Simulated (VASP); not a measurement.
# Co (P6_3/mmc) in VASP: single point with PBEsol

Aim: the single point of Co with PBEsol.

All numbers are computed with VASP 6.6.1; they aren't measurements. Logs are shortened: lines on timing, memory, paths and dates and some standing lists are left out, and cuts for length are marked.

**1. The cell of the first run**

Symmetry: P6_3/mmc, No. 194, hexagonal system. The conventional cell has a = 2.517 Å, b = 2.517 Å, c = 4.457 Å, α = 90.00°, β = 90.00°, γ = 120.00°. Co (site symmetry -6m2) has 12 Co at 2.52 to 2.66 Å within 3.3 Å.

**2. Single point, PBEsol, collinear spin, ferromagnetic start (Ir replaced by Co, lengths x 0.936, strained)**

Contents of INCAR:

```
PREC = Accurate
ENCUT = 520
EDIFF = 1E-6
ISMEAR = 0
SIGMA = 0.1
LREAL = False
LASPH = True
NELM = 150
ALGO = Normal
ISIF = 2
LWAVE = False
LCHARG = False
ISPIN = 2
MAGMOM = 1.89 1.89
LORBIT = 11
LMAXMIX = 4
GGA = PS
NBANDS = 20
```

Contents of KPOINTS:

```
Automatic mesh
0
Gamma
  21 21 10
```

Contents of POSCAR:

```
Co
1.0
    2.5165928671      0.0000000000      0.0000000000
   -1.2582964335      2.1794333538      0.0000000000
    0.0000000000      0.0000000000      4.4574783222
Co
2
Direct
    0.6666666700      0.3333333300      0.7500000000
    0.3333333300      0.6666666700      0.2500000000
```

Potentials or basis: VASP PAW PBE potentials, release 64 (Co).

Run with:

```sh
> cat potpaw_PBE.64/Co/POTCAR > POTCAR
> mpirun -np 1 vasp_std > vasp.out
```

OUTCAR:

```text
PREC = Accurate
   ENCUT = 520
   EDIFF = 1E-6
   ISMEAR = 0
   LREAL = False
   LASPH = True
   NELM = 150
   ISIF = 2
   ISPIN = 2
   LORBIT = 11
   GGA = PS

 ion  position               nearest neighbor table
   1  0.667  0.333  0.750-   2 2.66   2 2.66   2 2.66   2 2.66   2 2.66   2 2.66
   2  0.333  0.667  0.250-   1 2.66   1 2.66   1 2.66   1 2.66   1 2.66   1 2.66

  LATTYP: Found a hexagonal cell.
 ALAT       =     2.5165928671
 C/A-ratio  =     1.7712353796

  Lattice vectors:

 A1 = (   2.5165928671,   0.0000000000,   0.0000000000)
 A2 = (  -1.2582964335,   2.1794333538,   0.0000000000)
 A3 = (   0.0000000000,   0.0000000000,   4.4574783222)

Analysis of symmetry for initial positions (statically):
=====================================================================
 Subroutine PRICEL returns:
 Original cell was already a primitive cell.

 Routine SETGRP: Setting up the symmetry group for a
 hexagonal supercell.

 Subroutine GETGRP returns: Found 24 space group operations
 (whereof 12 operations were pure point group operations)
 out of a pool of 24 trial point group operations.

The static configuration has the point symmetry D_3d.
 The point group associated with its full space group is D_6h.

Analysis of symmetry for dynamics (positions and initial velocities):
=====================================================================
 Subroutine PRICEL returns:
 Original cell was already a primitive cell.

 Routine SETGRP: Setting up the symmetry group for a
 hexagonal supercell.

 Subroutine GETGRP returns: Found 24 space group operations
 (whereof 12 operations were pure point group operations)
 out of a pool of 24 trial point group operations.

The dynamic configuration has the point symmetry D_3d.
 The point group associated with its full space group is D_6h.

Analysis of structural, dynamic, and magnetic symmetry:
=====================================================================
 Subroutine PRICEL returns:
 Original cell was already a primitive cell.

 Routine SETGRP: Setting up the symmetry group for a
 hexagonal supercell.

 Subroutine GETGRP returns: Found 24 space group operations
 (whereof 12 operations were pure point group operations)
 out of a pool of 24 trial point group operations.

The overall configuration has the point symmetry D_3d.
 The point group associated with its full space group is D_6h.

 Subroutine INISYM returns: Found 24 space group operations
 (whereof 12 operations are pure point group operations),
 and found     1 'primitive' translations

[... 116 lines left out ...]
  Fermi-wavevector in a.u.,A,eV,Ry     =   1.478259  2.793504 29.732109  2.185248
  Thomas-Fermi vector in A             =   2.592562
   LORBIT       =     11    0 simple, 1 ext, 2 COOP (PROOUT), +10 PAW based schemes
   GGA     = PS    functional components
   LHFCALC =     F    Hartree Fock is set to
   AEXX    =    0.0000 exact exchange contribution
   IVDW    =     0    specifies the selected vdW correction
   LEPSILON=     F    determine dielectric tensor
   LRPA    =     F    only Hartree local field effects (RPA)
 spin polarized calculation
 Gauss-broadening in eV      SIGMA  =   0.10
  energy-cutoff  :      520.00
  volume of cell :       24.45
 maximum number of plane-waves:       679
 NGX is ok and might be reduce to    20
   NGX =  9   NGY =  9   NGZ = 17

 number of electron      17.9999994 magnetization       3.4465656

 Free energy of the ion-electron system (eV)
  ---------------------------------------------------
  ext. energy  EPLUGINS =         0.00000000
  ---------------------------------------------------
  free energy    TOTEN  =       -15.02387339 eV

  energy without entropy =      -15.01202975  energy(sigma->0) =      -15.01795157

 E-fermi :   8.5587     XC(G=0): -12.8843

 val. band max:        8.5571971566   @ k =   0.2857   0.1429   0.3000
 cond. band min:       8.5596233698   @ k =   0.2857  -0.0000   0.1000
 fundamental gap:      0.0024262132
 Fermi energy:         8.5586518874

 spin component 1

 k-point     1 :       0.0000    0.0000    0.0000
  band No.  band energies     occupation
      1       0.1976      1.00000
      2       3.6807      1.00000
      3       5.6329      1.00000
      4       6.0747      1.00000
      5       6.0747      1.00000
      6       6.2528      1.00000
[... 541 lines left out ...]
     19      31.8319      0.00000
     20      32.5499      0.00000

 [... further k-points ...]

 spin component 2

 k-point     1 :       0.0000    0.0000    0.0000
  band No.  band energies     occupation
      1       0.2531      1.00000
      2       4.5901      1.00000
      3       7.2467      1.00000
      4       7.6035      1.00000
      5       7.7704      1.00000
      6       7.7704      1.00000
[... 541 lines left out ...]
     19      32.1771      0.00000
     20      32.7706      0.00000

 [... further k-points ...]

------------------------ aborting loop because EDIFF is reached ----------------------------------------

  FORCE on cell =-STRESS in cart. coord.  units (eV):
  Direction    XX          YY          ZZ          XY          YZ          ZX
  --------------------------------------------------------------------------------------
  -------------------------------------------------------------------------------------
  Total       -3.0857598     -3.0857598     -5.4978785     -0.0000000     -0.0000000      0.0000000
  in kB     -202.2213033   -202.2213033   -360.2964057     -0.0000000     -0.0000000      0.0000000
  external PRESSURE =    -254.9130041 kB  Pullay stress =       0.0000000 kB

 VOLUME and BASIS-vectors are now :
 -----------------------------------------------------------------------------
  energy-cutoff  :      520.00
  volume of cell :       24.45
      direct lattice vectors                 reciprocal lattice vectors
     2.516592867  0.000000000  0.000000000     0.397362646  0.229417431  0.000000000
    -1.258296433  2.179433354  0.000000000     0.000000000  0.458834861  0.000000000
     0.000000000  0.000000000  4.457478322     0.000000000  0.000000000  0.224342089

 POSITION                                       TOTAL-FORCE (eV/Angst)
 -----------------------------------------------------------------------------------
      1.25830      0.72648      3.34311         0.000000     -0.000000      0.000000
     -0.00000      1.45296      1.11437        -0.000000      0.000000      0.000000
 -----------------------------------------------------------------------------------
    total drift:                               -0.000000      0.000000     -0.000000

  FREE ENERGIE OF THE ION-ELECTRON SYSTEM (eV)
  ---------------------------------------------------
  free  energy   TOTEN  =       -15.0238733933 eV

  energy  without entropy=      -15.0120297481  energy(sigma->0) =      -15.01795157

 total charge

# of ion       s       p       d       tot
------------------------------------------
    1        0.448   0.434   7.188   8.070
    2        0.448   0.434   7.188   8.070
--------------------------------------------------
tot          0.896   0.869  14.377  16.141

 magnetization (x)

# of ion       s       p       d       tot
------------------------------------------
    1       -0.011  -0.045   1.812   1.756
    2       -0.011  -0.045   1.812   1.756
--------------------------------------------------
tot         -0.022  -0.090   3.624   3.512
```

stdout:

```text
POSCAR found type information on POSCAR Co
 POSCAR found :  1 types and       2 ions
 scaLAPACK will be used
 -----------------------------------------------------------------------------
|                                                                             |
|                                                                             |
|     You enforced a specific xc type in the INCAR file but a different       |
|     I HOPE YOU KNOW WHAT YOU ARE DOING!                                     |
|                                                                             |
 -----------------------------------------------------------------------------

 LDA part: xc-table for (Slater+PW92), standard interpolation
 POSCAR, INCAR and KPOINTS ok, starting setup
 FFT: planning ... GRIDC
 FFT: planning ... GRID_SOFT
 FFT: planning ... GRID
 WAVECAR not read
 entering main loop
```

Wall time 3.5 min (1 thread of Intel Xeon Platinum 8488C (Sapphire Rapids), shared host); peak memory 0.3 GiB.

What came out:

```yaml
Free_energy: -15.0239 eV
Pressure: -25.5 GPa
Net_moment: 3.45 μB per cell
Site_moments: Co +1.76 μB
Valence_electrons_inside_the_program's_atomic_spheres: Co 8.07
```

Caveat: the cell differs from its parent crystal (Ir replaced by Co, lengths x 0.936, strained); the PAW data sets were made with another functional, which shifts forces and pressure a little.
